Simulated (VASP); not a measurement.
# PbSe (Fm-3m) in VASP: settings compared, part 2 of 2

VASP 6.6.1. The steps go on from the part before.

**3. Single point, r2SCAN, non-collinear spin, zero start, spin-orbit coupling**

This run uses another cell than the first one, of 30.39 Å³/atom.

The input, POSCAR:

```
PbSe
1.0
    0.0000000000      3.1206779849      3.1206779849
    3.1206779849      0.0000000000      3.1206779849
    3.1206779849      3.1206779849      0.0000000000
Pb Se
1 1
Direct
    0.0000000000      0.0000000000      0.0000000000
    0.5000000000      0.5000000000      0.5000000000
```

The input, INCAR.step1:

```
SYSTEM = PbSe
  ALGO = Normal
  EDIFF = 1E-4
  ENCUT = 520
  GGA = PE
  GGA_COMPAT = .False.
  ISMEAR = -1
  LASPH = .True.
  LCHARG = .False.
  LREAL = .False.
  LSORBIT = .True.
  LWAVE = .True.
  MAGMOM = 0 0 0 0 0 0
  NBANDS = 32
  NELM = 150
  PREC = Accurate
  SIGMA = 0.05
```

The input, INCAR.step2:

```
SYSTEM = PbSe
  ALGO = Normal
  EDIFF = 1E-6
  ENCUT = 520
  GGA_COMPAT = .False.
  ISIF = 2
  ISMEAR = -1
  ISTART = 1
  LASPH = .True.
  LCHARG = .False.
  LMIXTAU = .True.
  LORBIT = 11
  LORBMOM = .True.
  LREAL = .False.
  LSORBIT = .True.
  LWAVE = .False.
  MAGMOM = 0 0 0 0 0 0
  METAGGA = R2SCAN
  NBANDS = 32
  NELM = 150
  PREC = Accurate
  SIGMA = 0.05
```

The input, KPOINTS:

```
k-points
0
Gamma
  8 8 8
  0 0 0
```

Potentials or basis: VASP PAW PBE potentials, release 64 (Pb_d, Se).

Started as:

```bash
$ cat potpaw_PBE.64/Pb_d/POTCAR potpaw_PBE.64/Se/POTCAR > POTCAR
$ cp INCAR.step1 INCAR
$ mpirun -np 1 vasp_ncl > vasp.out
$ cp INCAR.step2 INCAR
$ mpirun -np 1 vasp_ncl > vasp.out
```

OUTCAR:

```text
SYSTEM = PbSe
   EDIFF = 1E-6
   ENCUT = 520
   ISIF = 2
   ISMEAR = -1
   ISTART = 1
   LASPH = .True.
   LORBIT = 11
   LREAL = .False.
   LSORBIT = .True.
   METAGGA = R2SCAN
   NELM = 150
   PREC = Accurate

 ion  position               nearest neighbor table
   1  0.000  0.000  0.000-   2 3.12   2 3.12   2 3.12   2 3.12   2 3.12   2 3.12
   2  0.500  0.500  0.500-   1 3.12   1 3.12   1 3.12   1 3.12   1 3.12   1 3.12

  LATTYP: Found a face centered cubic cell.
 ALAT       =     6.2413559698

  Lattice vectors:

 A1 = (   0.0000000000,   3.1206779849,   3.1206779849)
 A2 = (   3.1206779849,   0.0000000000,   3.1206779849)
 A3 = (   3.1206779849,   3.1206779849,   0.0000000000)

Analysis of symmetry for initial positions (statically):
[... 1132 lines left out ...]
     0.0000000     0.0000000     0.0000000     0.0000000     0.0000000     0.0000000     0.0000000
     0.0000000     0.0000000     0.0000000     0.0000000     0.0000000     0.0000000     0.0000000
     0.0000000     0.0000000     0.0000000     0.0000000     0.0000000     0.0000000     0.0000000
     0.0000000     0.0000000     0.0000000     0.0000000     0.0000000     0.0000000     0.0000000
     0.0000000     0.0000000     0.0000000     0.0000000     0.0000000     0.0000000     0.0000000
     0.0000000     0.0000000     0.0000000     0.0000000     0.0000000     0.0000000     0.0000000
     0.0000000     0.0000000     0.0000000     0.0000000     0.0000000     0.0000000     0.0000000

 total charge

# of ion       s       p       d       tot
------------------------------------------
    1        1.469   0.506   9.831  11.806
    2        1.462   2.364   0.014   3.841
--------------------------------------------------
tot          2.932   2.870   9.845  15.647

 magnetization (x)

# of ion       s       p       d       tot
------------------------------------------
    1       -0.000   0.000   0.000  -0.000
    2       -0.000  -0.000  -0.000  -0.000
--------------------------------------------------
tot         -0.000  -0.000  -0.000  -0.000

 magnetization (y)

# of ion       s       p       d       tot
------------------------------------------
    1        0.000   0.000  -0.000   0.000
    2       -0.000  -0.000   0.000  -0.000
--------------------------------------------------
tot          0.000  -0.000  -0.000   0.000

 magnetization (z)

# of ion       s       p       d       tot
------------------------------------------
    1        0.000   0.000   0.000   0.000
    2       -0.000   0.000   0.000   0.000
--------------------------------------------------
tot         -0.000   0.000   0.000   0.000
```

It took 14 min on 1 thread of Intel Xeon 8259CL, shared host; peak memory 0.5 GiB.

Results:

```yaml
Free_energy: -72.3250 eV
Pressure: -1.6 GPa
Net_moment: 0.00 μB per cell
Valence_electrons_inside_the_program's_atomic_spheres: Pb 11.81; Se 3.84
```

Moments on the atoms (μB; x, y, z):
```
Pb  0.00 0.00 0.00
Se  0.00 0.00 0.00
```

Caveat: the PAW data sets were made with another functional, which shifts forces and pressure a little.

**4. Single point, r2SCANh**

This run uses another cell than the first one, of 29.24 Å³/atom.

The input, POSCAR:

```
PbSe
1.0
    0.0000000000      3.0809197960      3.0809197960
    3.0809197960      0.0000000000      3.0809197960
    3.0809197960      3.0809197960      0.0000000000
Pb Se
1 1
Direct
    0.0000000000      0.0000000000      0.0000000000
    0.5000000000      0.5000000000      0.5000000000
```

The input, INCAR.step1:

```
  PREC = Accurate
  ENCUT = 520
  EDIFF = 1E-5
  ISMEAR = -1
  SIGMA = 0.05
  LREAL = False
  LASPH = True
  NELM = 100
  ALGO = Normal
  ISIF = 2
  LWAVE = True
  GGA = PE
  NBANDS = 17
```

The input, INCAR.step2:

```
  PREC = Accurate
  ENCUT = 520
  EDIFF = 1E-6
  ISMEAR = -1
  SIGMA = 0.05
  LREAL = False
  LASPH = True
  NELM = 100
  ALGO = Normal
  ISIF = 2
  LWAVE = False
  LCHARG = True
  METAGGA = R2SCAN
  LHFCALC = True
  AEXX = 0.1
  LMIXTAU = True
  PRECFOCK = Normal
  LELF = True
  LVHAR = True
  ISTART = 1
  NBANDS = 17
```

The input, KPOINTS:

```
Automatic mesh
0
Gamma
  4 4 4
```

Started as:

```bash
$ cat potpaw_PBE.64/Pb_d/POTCAR potpaw_PBE.64/Se/POTCAR > POTCAR
$ cp INCAR.step1 INCAR
$ mpirun -np 1 vasp_std > vasp.out
$ cp INCAR.step2 INCAR
$ mpirun -np 1 vasp_std > vasp.out
```

It took 14 min on 1 thread of Intel Xeon Platinum 8375C at 2.90GHz (Ice Lake), shared host; peak memory 0.21 GiB.

The run converged. Its results:

```yaml
Free_energy: -66.7746 eV
Pressure: 0.2 GPa
Band_gap_on_the_k_mesh: 1.04 eV
```

Levels at points of the mesh, in eV from the valence-band top:
```tsv
k point	band 8	band 9	band 10	band 11	band 12	band 13
(0.00, 0.00, 0.00)	-2.03	-2.03	-2.03	5.56	5.56	5.56
(0.50, 0.00, 0.00)	-1.61	-1.61	0.00	1.04	2.41	2.41
(0.50, 0.50, 0.00)	-5.22	-3.42	-3.42	4.54	6.51	6.51
```

Caveat: the k points lie up to 0.44 Å⁻¹ apart; the PAW data sets were made with another functional, which shifts forces and pressure a little; spin-orbit coupling is left out, which moves the levels of the heavy elements.

**5. The runs side by side**

```csv
level,spin,cell,k mesh,smearing,grid for exact exchange (PRECFOCK),share of exact exchange,screening parameter,pressure (GPa)
PBE-based screened hybrid with 25 % exact exchange,off,"a = 4.328 Å, angles 60.0°, 2 atoms",5 × 5 × 5,gaussian 0.1 eV,Normal,0.25,0.3 1/Å,1.2
r2SCAN,"non-collinear, zero start, SOC","a = 4.413 Å, angles 60.0°, 2 atoms",8 × 8 × 8,fermi-dirac 0.05 eV,-,-,-,-1.6
r2SCANh,off,"a = 4.357 Å, angles 60.0°, 2 atoms",4 × 4 × 4,fermi-dirac 0.05 eV,Normal,0.1,-,0.2
```

Alike in all rows: task single point; potentials or basis VASP PAW PBE potentials, release 64 (Pb_d, Se); cutoff (eV) 520.

Caveats: some runs use coarse meshes; the PAW data sets were made with another functional, which shifts forces and pressure a little; spin-orbit coupling is left out, which moves the levels of the heavy elements (at least some runs).

Total energies depend on the potentials used, so only differences within one code and one set of settings carry meaning.
